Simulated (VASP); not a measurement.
Here is a VASP 6.6.1 calculation.

Contents of INCAR:

```
SYSTEM = GaO
PREC     = Accurate       ! precision mode
ENCUT    = 600            ! plane-wave cutoff, eV
EDIFF    = 1E-6           ! SCF threshold, eV
ISMEAR   = 0              ! smearing method
SIGMA    = 0.1            ! smearing width, eV
LREAL    = .FALSE.        ! projectors in reciprocal space
LASPH    = .TRUE.         ! aspherical terms in the spheres
NELM     = 60             ! most SCF steps
ALGO     = Normal         ! electronic algorithm
ISIF     = 3              ! what is computed and relaxed
LWAVE    = .FALSE.        ! write WAVECAR
LCHARG   = .FALSE.        ! write CHGCAR
GGA      = PS             ! functional
IBRION   = 2              ! ionic algorithm
NSW      = 100            ! ionic steps
EDIFFG   = -0.05          ! ionic threshold
```

The input KPOINTS:

```
Automatic mesh
0
G
  6 6 2
  0 0 0
```

Contents of POSCAR:

```
GaO
1.0
    3.0740076570      0.0000000000      0.0000000000
   -1.5370038285      2.6621687224      0.0000000000
    0.0000000000      0.0000000000     13.0772611570
Ga O
4 4
Direct
    0.3333333333      0.6666666667      0.1770000000
    0.6666666667      0.3333333333      0.6770000000
    0.3333333333      0.6666666667      0.3230000000
    0.6666666667      0.3333333333      0.8230000000
    0.3333333333      0.6666666667      0.6000000000
    0.6666666667      0.3333333333      0.1000000000
    0.3333333333      0.6666666667      0.9000000000
    0.6666666667      0.3333333333      0.4000000000
```

Potentials or basis: VASP PAW PBE potentials, release 64 (Ga_d, O).

The run is started by

```sh
$ cat potpaw_PBE.64/Ga_d/POTCAR potpaw_PBE.64/O/POTCAR > POTCAR
$ mpirun -np 1 vasp_std > vasp.out
```

Question: Estimate the relaxed cell.

Answer: a = 3.068 Å, b = 3.068 Å, c = 12.810 Å, α = 90.00°, β = 90.00°, γ = 120.00°.

Question: What does it give for the relaxed volume?

Answer: 13.05 Å³/atom.

Stress tensor (GPa, compression positive):
```
 0.59  0.00  0.00
 0.00  0.59  0.00
 0.00  0.00 -0.26
```

Caveat: the PAW data sets were made with another functional, which shifts forces and pressure a little.
